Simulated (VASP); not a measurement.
# RbBr: single point with PBEsol

The system is RbBr.

```
CELL_PARAMETERS angstrom
0.00000 2.85786 2.85786
2.85786 0.00000 2.85786
2.85786 2.85786 0.00000
ATOMIC_POSITIONS crystal
Rb 0.00000 0.00000 0.00000
Br 0.50000 0.50000 0.50000
```

| Item | Value |
| --- | --- |
| Program | VASP 6.6.1 |
| Task | single point |
| Functional | PBEsol |
| Potentials or basis | VASP PAW PBE potentials, release 64 (Rb_sv, Br) |
| Cutoff | 520 eV |
| k mesh | 7 × 7 × 7 |
| Occupations | fermi-dirac, width 0.05 eV |
| Spin | no spin polarisation |
| Dipole correction | no |
| Further INCAR settings | ALGO = Normal; EDIFF = 1e-06; NBANDS = 15 |

The pressure is 30.4 GPa and the band gap on the k mesh is 3.98 eV, direct.

Levels at points of the mesh, in eV from the valence-band top:
```csv
k point,band 5,band 6,band 7,band 8,band 9,band 10,band 11,band 12
"(0.00, 0.00, 0.00)",-8.07,-0.04,-0.04,-0.04,5.98,6.51,6.51,6.51
```

It took 11 s on 1 thread of Intel(R) Xeon(R) Platinum 8488C (Sapphire Rapids), on a shared host, peak memory 0.17 GiB.

Caveat: the PAW data sets were made with another functional, which shifts forces and pressure a little. A k mesh can miss the band edges.
